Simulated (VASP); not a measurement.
A run of VASP 6.6.1 is set up as follows.

INCAR

```
PREC = Accurate ; ENCUT = 520
EDIFF = 1E-6 ; ISMEAR = 0
SIGMA = 0.05 ; LREAL = False
LASPH = True ; NELM = 60
ALGO = Normal ; ISIF = 2
LWAVE = False ; LCHARG = False
GGA = PE ; NELECT = 87.0
NBANDS = 55
```

The input KPOINTS:

```
Automatic mesh
0
Gamma
  8 6 8
```

File POSCAR:

```
Ga2O3
1.0
    0.0000000000      3.0371000000      0.0000000000
   -1.3859888959      0.0000000000      5.6300087380
    6.1070000000     -1.5185500000      0.0000000000
Ga O
4 6
Direct
    0.0905000000      0.7946000000      0.1810000000
    0.9095000000      0.2054000000      0.8190000000
    0.6586600000      0.3140200000      0.3173200000
    0.3413400000      0.6859800000      0.6826800000
    0.1645000000      0.1098000000      0.3290000000
    0.8355000000      0.8902000000      0.6710000000
    0.1733000000      0.5632000000      0.3466000000
    0.8267000000      0.4368000000      0.6534000000
    0.4959000000      0.2566000000      0.9918000000
    0.5041000000      0.7434000000      0.0082000000
```

Potentials or basis: VASP PAW PBE potentials, release 64 (Ga_d, O).

Run with:

```bash
$ cat potpaw_PBE.64/Ga_d/POTCAR potpaw_PBE.64/O/POTCAR > POTCAR
$ mpirun -np 1 vasp_std > vasp.out
```

Question: Estimate the largest force.

Answer: 0.622 eV/Å.

Forces in eV/Å, atoms in the order of the input:
```
Ga   0.545  0.000 -0.198
Ga  -0.545  0.000  0.198
Ga   0.275  0.000  0.557
Ga  -0.275  0.000 -0.557
O    0.190  0.000 -0.111
O   -0.190  0.000  0.111
O   -0.136  0.000 -0.048
O    0.136  0.000  0.048
O    0.379  0.000  0.182
O   -0.379  0.000 -0.182
```

Caveat: the cell carries a net charge on a neutralising background, which shifts energy and pressure; an odd number of electrons without spin polarisation forces a metal; a magnetic or distorted state may lie lower.
